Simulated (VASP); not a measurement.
The system is Sn.

```xyz
1
Lattice="-1.9129 1.9129 1.9129 1.9129 -1.9129 1.9129 1.9129 1.9129 -1.9129" Properties=species:S:1:pos:R:3 pbc="T T T"
Sn    0.0000    0.0000    0.0000
```

- Program: VASP 6.6.1
- Task: relaxation of cell and atoms
- Functional: LDA
- Potentials or basis: VASP PAW LDA potentials, release 64 (Sn_d)
- Cutoff: 600 eV
- k mesh: 16 × 16 × 16
- Occupations: fermi-dirac, width 0.08 eV
- Spin: no spin polarisation

At the start: pressure -4.3 GPa; volume 28.00 Å³/atom.

Question: How do energy, volume and symmetry change on relaxing?

Answer: Over 3 steps the energy falls by 35.3 meV/atom and the volume is 25.58 Å³/atom (-8.6 %); space group Im-3m (No. 229, to 0.05 Å).

The path:
| step | energy change (eV) | largest force (eV/Å) | pressure (GPa) | volume (Å³) |
| --- | --- | --- | --- | --- |
| 1 | 0.0000 | 0.0000 | -4.32 | 28.00 |
| 2 | -0.0331 | 0.0000 | 1.31 | 25.05 |
| 3 | -0.0353 | 0.0000 | 0.01 | 25.58 |

Final structure:
```cif
data_structure
_symmetry_space_group_name_H-M 'P 1'
_symmetry_Int_Tables_number 1
_cell_length_a 3.2151
_cell_length_b 3.2151
_cell_length_c 3.2151
_cell_angle_alpha 109.471
_cell_angle_beta 109.471
_cell_angle_gamma 109.471
_cell_volume 25.58
loop_
_atom_site_label
_atom_site_type_symbol
_atom_site_fract_x
_atom_site_fract_y
_atom_site_fract_z
_atom_site_occupancy
Sn1 Sn 0.00000 0.00000 0.00000 1
```
